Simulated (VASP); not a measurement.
# Cs2LiGaAs6 in VASP: single point with r2SCAN

Aim: the single point of Cs2LiGaAs6 with r2SCAN.

Everything below comes from runs of VASP 6.6.1. Logs are shortened: lines on timing, memory, paths and dates and some standing lists are left out, and cuts for length are marked.

## 1. The cell of the first run

The typed cell holds 10 atoms: a = 6.890 Å, b = 6.890 Å, c = 5.608 Å, α = 90.00°, β = 90.00°, γ = 60.00°.

## 2. Single point, r2SCAN

POSCAR

```
Cs2LiGaAs6
1.0
    3.4452370000      5.9673220000      0.0000000000
   -3.4452370000      5.9673220000      0.0000000000
    0.0000000000      0.0000000000      5.6080890000
Li Cs As Ga
1 2 6 1
Direct
    0.0000000000      0.0000000000      0.5000000000
    0.3333000000      0.3333000000      0.2699000000
    0.6666000000      0.6667000000      0.7301000000
    0.1388000000      0.1392000000      0.7618000000
    0.7220000000      0.1388000000      0.7618000000
    0.1392000000      0.7220000000      0.7618000000
    0.2780000000      0.8608000000      0.2382000000
    0.8608000000      0.8612000000      0.2382000000
    0.8612000000      0.2780000000      0.2382000000
    0.0000000000      0.0000000000      0.0000000000
```

INCAR.step1

```
  PREC = Accurate
  ENCUT = 520
  ISMEAR = 0
  SIGMA = 0.0201
  LREAL = False
  LASPH = True
  NELM = 60
  NBANDS = 43
  GGA = PE
  ALGO = Normal
  EDIFF = 1E-4
  LWAVE = True
  LCHARG = False
  KPAR = 2
```

INCAR.step2

```
  PREC = Accurate
  ENCUT = 520
  EDIFF = 1E-6
  ISMEAR = 0
  SIGMA = 0.0201
  LREAL = False
  LASPH = True
  NELM = 60
  ALGO = Normal
  ISIF = 2
  LWAVE = False
  LCHARG = True
  METAGGA = R2SCAN
  LMIXTAU = True
  LVHAR = True
  NBANDS = 43
  ISTART = 1
  KPAR = 2
```

KPOINTS

```
Automatic mesh
0
Gamma
  6 6 6
```

Potentials or basis: VASP PAW PBE potentials, release 64 (Li_sv, Cs_sv, As, Ga_d).

Command:

```
$ cat potpaw_PBE.64/Li_sv/POTCAR potpaw_PBE.64/Cs_sv/POTCAR potpaw_PBE.64/As/POTCAR potpaw_PBE.64/Ga_d/POTCAR > POTCAR
$ cp INCAR.step1 INCAR
$ mpirun -np 2 vasp_std > vasp.out
$ cp INCAR.step2 INCAR
$ mpirun -np 2 vasp_std > vasp.out
```

OUTCAR:

```text
PREC = Accurate
   ENCUT = 520
   EDIFF = 1E-6
   ISMEAR = 0
   LREAL = False
   LASPH = True
   NELM = 60
   ISIF = 2
   METAGGA = R2SCAN
   ISTART = 1

 ion  position               nearest neighbor table
   1  0.000  0.000  0.500-   4 2.22   8 2.22   5 2.22   9 2.22   6 2.22   7 2.22
   2  0.333  0.333  0.270-
   3  0.667  0.667  0.730-
   4  0.139  0.139  0.762-  10 2.13   1 2.22   5 2.87   6 2.87
   5  0.722  0.139  0.762-  10 2.13   1 2.22   4 2.87   6 2.87
   6  0.139  0.722  0.762-  10 2.13   1 2.22   4 2.87   5 2.87
   7  0.278  0.861  0.238-  10 2.13   1 2.22   8 2.87   9 2.87
   8  0.861  0.861  0.238-  10 2.13   1 2.22   9 2.87   7 2.87
   9  0.861  0.278  0.238-  10 2.13   1 2.22   8 2.87   7 2.87
  10  0.000  0.000  0.000-   4 2.13   8 2.13   5 2.13   9 2.13   6 2.13   7 2.13

  LATTYP: Found a hexagonal cell.
 ALAT       =     6.8904709446
 C/A-ratio  =     0.8138905229

  Lattice vectors:

 A1 = (   3.4452370000,  -5.9673220000,   0.0000000000)
 A2 = (   3.4452370000,   5.9673220000,   0.0000000000)
 A3 = (   0.0000000000,   0.0000000000,   5.6080890000)

Analysis of symmetry for initial positions (statically):
=====================================================================
 Subroutine PRICEL returns:
 Original cell was already a primitive cell.

 Routine SETGRP: Setting up the symmetry group for a
 hexagonal supercell.

 Subroutine GETGRP returns: Found  2 space group operations
 (whereof  2 operations were pure point group operations)
 out of a pool of 24 trial point group operations.

The static configuration has the point symmetry C_2 .

Analysis of symmetry for dynamics (positions and initial velocities):
=====================================================================
 Subroutine PRICEL returns:
 Original cell was already a primitive cell.

 Routine SETGRP: Setting up the symmetry group for a
 hexagonal supercell.

 Subroutine GETGRP returns: Found  2 space group operations
 (whereof  2 operations were pure point group operations)
 out of a pool of 24 trial point group operations.

The dynamic configuration has the point symmetry C_2 .

 Subroutine INISYM returns: Found  2 space group operations
 (whereof  2 operations are pure point group operations),
 and found     1 'primitive' translations

----------------------------------------------------------------------------------------

                                     Primitive cell

  volume of cell :     230.5916

  direct lattice vectors                    reciprocal lattice vectors
     3.445237000  5.967322000  0.000000000     0.145127897  0.083789680  0.000000000
    -3.445237000  5.967322000  0.000000000    -0.145127897  0.083789680  0.000000000
     0.000000000  0.000000000  5.608089000     0.000000000  0.000000000  0.178313861

  length of vectors
     6.890470945  6.890470945  5.608089000     0.167579285  0.167579285  0.178313861

  position of ions in fractional coordinates (direct lattice)
     0.000000000  0.000000000  0.500000000
     0.333300000  0.333300000  0.269900000
     0.666600000  0.666700000  0.730100000
     0.138800000  0.139200000  0.761800000
     0.722000000  0.138800000  0.761800000
     0.139200000  0.722000000  0.761800000
     0.278000000  0.860800000  0.238200000
     0.860800000  0.861200000  0.238200000
     0.861200000  0.278000000  0.238200000
     0.000000000  0.000000000  0.000000000

  ion indices of the primitive-cell ions
   primitive index   ion index
                 1           1
                 2           2
                 3           3
                 4           4
                 5           5
                 6           6
                 7           7
                 8           8
                 9           9
                10          10

----------------------------------------------------------------------------------------

 KPOINTS: Automatic mesh

Automatic generation of k-mesh.
 Grid dimensions read from file:
 generate k-points for:    6    6    6

 Generating k-lattice:

  Cartesian coordinates                     Fractional coordinates (reciprocal lattice)
     0.024187983  0.013964947  0.000000000     0.166666667  0.000000000  0.000000000
    -0.024187983  0.013964947  0.000000000     0.000000000  0.166666667  0.000000000
     0.000000000  0.000000000  0.029718977     0.000000000  0.000000000  0.166666667

  Length of vectors
     0.027929881  0.027929881  0.029718977

  Shift w.r.t. Gamma in fractional coordinates (k-lattice)
     0.000000000  0.000000000  0.000000000

 Subroutine IBZKPT returns following result:
 ===========================================

 Found     68 irreducible k-points:

 Following reciprocal coordinates:
            Coordinates               Weight
  0.000000  0.000000  0.000000      1.000000
  0.166667  0.000000  0.000000      4.000000
  0.000000  0.166667  0.000000      2.000000
  0.333333 -0.000000  0.000000      4.000000
 -0.000000  0.333333  0.000000      2.000000
  0.500000  0.000000  0.000000      2.000000
[... 16 lines left out ...]
  0.500000  0.000000  0.166667      4.000000
  0.000000  0.500000  0.166667      2.000000
 [... further k-points ...]
   k-points           NKPTS =     68   k-points in BZ     NKDIM =     68   number of bands    NBANDS=     43
   number of dos      NEDOS =    301   number of ions     NIONS =     10
   total plane-waves  NPLWV = 122472
   dimension x,y,z NGX =    54 NGY =   54 NGZ =   42
   dimension x,y,z NGXF=   108 NGYF=  108 NGZF=   84
   ions per type =               1   2   6   1
   NGX,Y,Z   is equivalent  to a cutoff of  13.03, 13.03, 12.45 a.u.
   NGXF,Y,Z  is equivalent  to a cutoff of  26.06, 26.06, 24.90 a.u.
 SYSTEM =  unknown system
   PREC   = accura    normal or accurate (medium, high low for compatibility)
   ISTART =      1    job   : 0-new  1-cont  2-samecut
   ICHARG =      0    charge: 1-file 2-atom 10-const
   ISPIN  =      1    spin polarized calculation?
   LNONCOLLINEAR =      F non collinear calculations
   LSORBIT =      F    spin-orbit coupling
   LASPH  =      T    aspherical Exc in radial PAW
   ENCUT  =  520.0 eV  38.22 Ry    6.18 a.u.  12.81 12.81 10.43*2*pi/ulx,y,z
   NELM   =     60;   NELMIN=  2; NELMDL=  0     # of ELM steps
   EDIFF  = 0.1E-05   stopping-criterion for ELM
   LREAL  =      F    real-space projection
   EDIFFG = 0.1E-04   stopping-criterion for IOM
   NSW    =      0    number of steps for IOM
   IBRION =     -1    ionic relax: 0-MD 1-quasi-New 2-CG
   NFREE  =      0    steps in history (QN), initial steepest desc. (CG)
   ISIF   =      2    stress and relaxation
   ISYM   =      2    0-nonsym 1-usesym 2-fastsym
   POTIM  = 0.5000    time-step for ionic-motion
   TEBEG  =    0.0;   TEEND  =   0.0 temperature during run
   PSTRESS=    0.0 pullay stress
   NELECT =      64.0000    total number of electrons
   NUPDOWN=      -1.0000    fix difference up-down
   EMIN   =  10.00;   EMAX   =-10.00  energy-range for DOS
   EFERMI =   0.00;   METHOD = LEGACY
   ISMEAR =     0;   SIGMA  =   0.02  broadening in eV -4-tet -1-fermi 0-gaus
   EFERMI_NEDOS =   21; number of points for ismear=-14 and -15
   IALGO  =     38    algorithm
   IMIX   =      4    mixing-type and parameters
     AMIX     =   0.40;   BMIX     =  1.00
     AMIX_MAG =   1.60;   BMIX_MAG =  1.00
  volume/ion in A,a.u.               =      23.06       155.61
  Fermi-wavevector in a.u.,A,eV,Ry     =   1.067875  2.017991 15.515493  1.140357
  Thomas-Fermi vector in A             =   2.203505
   LORBIT       =      0    0 simple, 1 ext, 2 COOP (PROOUT), +10 PAW based schemes
   METAGGA = R2SCAN    functional components
   LHFCALC =     F    Hartree Fock is set to
   AEXX    =    0.0000 exact exchange contribution
   IVDW    =     0    specifies the selected vdW correction
   LEPSILON=     F    determine dielectric tensor
   LRPA    =     F    only Hartree local field effects (RPA)
 non-spin polarized calculation
 Gauss-broadening in eV      SIGMA  =   0.02
  energy-cutoff  :      520.00
  volume of cell :      230.59
 maximum number of plane-waves:      6279
 NGX is ok and might be reduce to    54
   NGX = 25   NGY = 25   NGZ = 21

 number of electron      63.9999986 magnetization

 Free energy of the ion-electron system (eV)
  ---------------------------------------------------
  ext. energy  EPLUGINS =         0.00000000
  ---------------------------------------------------
  free energy    TOTEN  =      -142.92388457 eV

  energy without entropy =     -142.92261249  energy(sigma->0) =     -142.92324853

 E-fermi :   4.4103     XC(G=0): -10.1073

 val. band max:        4.3960884978   @ k =   0.0000   0.5000   0.5000
 cond. band min:       4.4182670701   @ k =   0.5000   0.1667   0.3333
 fundamental gap:      0.0221785722
 Fermi energy:         4.4103348351

 k-point     1 :       0.0000    0.0000    0.0000
  band No.  band energies     occupation
      1     -43.4856      2.00000
      2     -17.9378      2.00000
      3     -17.8791      2.00000
      4     -13.3668      2.00000
      5     -13.3668      2.00000
      6     -13.0205      2.00000
[... 35 lines left out ...]
     42       9.2943      0.00000
     43       9.3045      0.00000

 k-point     2 :       0.1667    0.0000    0.0000
  band No.  band energies     occupation
      1     -43.4855      2.00000
      2     -17.9335      2.00000
      3     -17.8819      2.00000
      4     -13.3670      2.00000
      5     -13.3668      2.00000
      6     -13.0208      2.00000
[... 35 lines left out ...]
     42       9.2015      0.00000
     43       9.6614      0.00000

 k-point     3 :       0.0000    0.1667    0.0000
  band No.  band energies     occupation
      1     -43.4855      2.00000
      2     -17.9335      2.00000
      3     -17.8819      2.00000
      4     -13.3670      2.00000
      5     -13.3668      2.00000
      6     -13.0208      2.00000
[... 919 lines left out ...]
      6     -13.0203      2.00000
[... 35 lines left out ...]
     42       9.4957      0.00000
     43      10.0250      0.00000

 k-point    24 :       0.0000    0.5000    0.1667
  band No.  band energies     occupation
      1     -43.4855      2.00000
      2     -17.9126      2.00000
      3     -17.8964      2.00000
      4     -13.3694      2.00000
      5     -13.3686      2.00000
      6     -13.0203      2.00000
[... 35 lines left out ...]
     42       9.4955      0.00000
     43      10.0249      0.00000

 [... further k-points ...]

------------------------ aborting loop because EDIFF is reached ----------------------------------------

  FORCE on cell =-STRESS in cart. coord.  units (eV):
  Direction    XX          YY          ZZ          XY          YZ          ZX
  --------------------------------------------------------------------------------------
  -------------------------------------------------------------------------------------
  Total       32.0272622     32.0273867     38.4265549      0.0001406     -0.0001990      0.0003446
  in kB      222.5291604    222.5300254    266.9921933      0.0009770     -0.0013824      0.0023944
  external PRESSURE =     237.3504597 kB  Pullay stress =       0.0000000 kB

 VOLUME and BASIS-vectors are now :
 -----------------------------------------------------------------------------
  energy-cutoff  :      520.00
  volume of cell :      230.59
      direct lattice vectors                 reciprocal lattice vectors
     3.445237000  5.967322000  0.000000000     0.145127897  0.083789680  0.000000000
    -3.445237000  5.967322000  0.000000000    -0.145127897  0.083789680  0.000000000
     0.000000000  0.000000000  5.608089000     0.000000000  0.000000000  0.178313861

 POSITION                                       TOTAL-FORCE (eV/Angst)
 -----------------------------------------------------------------------------------
      0.00000      0.00000      2.80404         0.000011      0.000020      0.000000
      0.00000      3.97782      1.51362        -0.000096      0.001676     -0.094380
     -0.00034      7.95623      4.09447         0.001499      0.000755      0.094380
     -0.00138      1.65892      4.27224        -0.003221      5.267512     -2.244966
      2.00926      5.13667      4.27224        -4.560677     -2.635766     -2.244774
     -2.00788      5.13906      4.27224         4.562666     -2.632743     -2.244793
     -2.00788      6.79559      1.33585         4.563412      2.630967      2.244966
     -0.00138     10.27573      1.33585        -0.002303     -5.267543      2.244774
      2.00926      6.79797      1.33585        -4.561356      2.635011      2.244793
      0.00000      0.00000      0.00000         0.000064      0.000112      0.000000
 -----------------------------------------------------------------------------------
    total drift:                               -0.000005     -0.000010      0.000000

  FREE ENERGIE OF THE ION-ELECTRON SYSTEM (eV)
  ---------------------------------------------------
  free  energy   TOTEN  =      -142.9238845660 eV

  energy  without entropy=     -142.9226124850  energy(sigma->0) =     -142.92324853
```

Wall time 23 min (2 MPI ranks of Intel Xeon 6975P-C (Granite Rapids), shared host); peak memory 0.78 GiB.

What came out:

```yaml
Free_energy: -142.9239 eV
Largest_force: 5.726 eV/Å
Band_gap_on_the_k_mesh: zero (bands 32 and 33 overlap by 1.04 eV)
```

Forces on the atoms (eV/Å):
```
Li   0.000  0.000  0.000
Cs   0.000  0.002 -0.094
Cs   0.001  0.001  0.094
As  -0.003  5.268 -2.245
As  -4.561 -2.636 -2.245
As   4.563 -2.633 -2.245
As   4.563  2.631  2.245
As  -0.002 -5.268  2.245
As  -4.561  2.635  2.245
Ga   0.000  0.000  0.000
```

Caveat: the cutoff is under 1.25 times the usual one of these potentials, so pressure, stress and relaxed cells hold a basis-set (Pulay) error; the PAW data sets were made with another functional, which shifts forces and pressure a little; spin-orbit coupling is left out, which moves the levels of the heavy elements.

The gap in the log of VASP goes by the Fermi energy; the results here count the filled bands.